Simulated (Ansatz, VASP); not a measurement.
## Ti: VASP beside Ansatz

Contents of POSCAR:

```
Ti
1.0
   -1.6908135150      1.6908135150      1.6908135150
    1.6908135150     -1.6908135150      1.6908135150
    1.6908135150      1.6908135150     -1.6908135150
Ti
1
Direct
    0.0000000000      0.0000000000      0.0000000000
```

The input INCAR.step1:

```
  ALGO = Normal
  EDIFF = 1E-4
  ENCUT = 520
  GGA = PE
  ISMEAR = -1
  LASPH = T
  LCHARG = F
  LREAL = F
  LWAVE = T
  NBANDS = 12
  NELM = 80
  PREC = Accurate
  SIGMA = 0.1
```

The input INCAR.step2:

```
  ALGO = Normal
  EDIFF = 1E-6
  ENCUT = 520
  ISIF = 2
  ISMEAR = -1
  ISTART = 1
  LASPH = T
  LCHARG = T
  LELF = T
  LMIXTAU = T
  LREAL = F
  LVHAR = T
  LWAVE = F
  METAGGA = R2SCAN
  NBANDS = 12
  NELM = 80
  PREC = Accurate
  SIGMA = 0.1
```

KPOINTS

```
k-points
0
Gamma
  15 15 15
```

Input for Ansatz:

```yaml
crystal:
  lattice:
    - [-1.690813515, 1.690813515, 1.690813515]
    - [1.690813515, -1.690813515, 1.690813515]
    - [1.690813515, 1.690813515, -1.690813515]
  atoms:
    - { symbol: Ti, position: [0.0, 0.0, 0.0] }
hamiltonian:
  xc: r2scan
  pseudopotentials:
    kind: paw
    azcp:
      Ti: "pseudopotentials/Ti.paw.azcp"
basis:
  ecutwfc: 500
  fft_grid_basis: typed
kpoints:
  mp_grid: { grid: [15, 15, 15], shift: [0, 0, 0] }
magnetization:
  spin_polarized: false
scf:
  occupations: { method: fermi_dirac, width: 0.1 }
  lower_state_search: "off"
output:
  stress: true
  write_density: true
  write_potential: true
  elf: true
  volumetric_format: npy
```

Alike in both runs: task single point; functional r2SCAN; k mesh 15 × 15 × 15; occupations fermi-dirac, width 0.1 eV; no spin polarisation.

|  | VASP | Ansatz |
| --- | --- | --- |
| version | VASP 6.6.1 | Ansatz 0.2.0 |
| potentials or method | VASP PAW PBE potentials, release 64 (Ti_sv), cutoff 520 eV | plane waves (500 eV) with PAW, scalar-relativistic |
| valence electrons in the cell | 12 | 12 |

```tsv
	VASP	Ansatz	Ansatz less VASP
pressure (GPa)	-10.2	-10.3	-0.15
```

VASP's potentials were made for PBE, not for r2SCAN. With one functional, cell and mesh, what is left measures potentials, basis and numerics.
